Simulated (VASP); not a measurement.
Runs of VASP 6.6.1 on Al2Cu. The structure is that of space group I4/mmm (No. 139), or close to it. The cells are those of the table. 

```tsv
cell	gap on the mesh (eV)	pressure (GPa)
a = 3.892, b = 3.892, c = 5.872 Å, 6 atoms	none	(b)
a = 3.811, b = 3.811, c = 6.112 Å, 6 atoms	none	7.7
a = 4.095, b = 4.095, c = 5.505 Å, 6 atoms	none	2.3
a = 3.811, b = 3.811, c = 5.941 Å, 6 atoms	none	11.7
a = 4.120, b = 4.120, c = 5.390 Å, 6 atoms	none	(a)
a = 4.115, b = 4.115, c = 5.390 Å, 6 atoms	none	3.8
```

Alike in all rows: task single point; level r2SCAN; potentials or basis VASP PAW PBE potentials, release 64 (Al, Cu); no spin polarisation; k mesh 10 × 10 × 6; cutoff (eV) 520; smearing gaussian 0.1 eV.

Q: Estimate the missing entries.

A: (a) 3.6; (b) 7.1.

Caveats: the PAW data sets were made with another functional, which shifts forces and pressure a little; the stress differs along the axes, from 2 to 10 GPa (at least some runs); the stress differs along the axes, from -0 to 12 GPa (at least some runs); the stress differs along the axes, from 0 to 7 GPa (at least some runs); the stress differs along the axes, from 5 to 15 GPa (at least some runs); the stress differs along the axes, from -0 to 11 GPa (at least some runs); the stress differs along the axes, from 0 to 11 GPa (at least some runs).

A gap of «none» marks levels without a gap at the run's occupations.
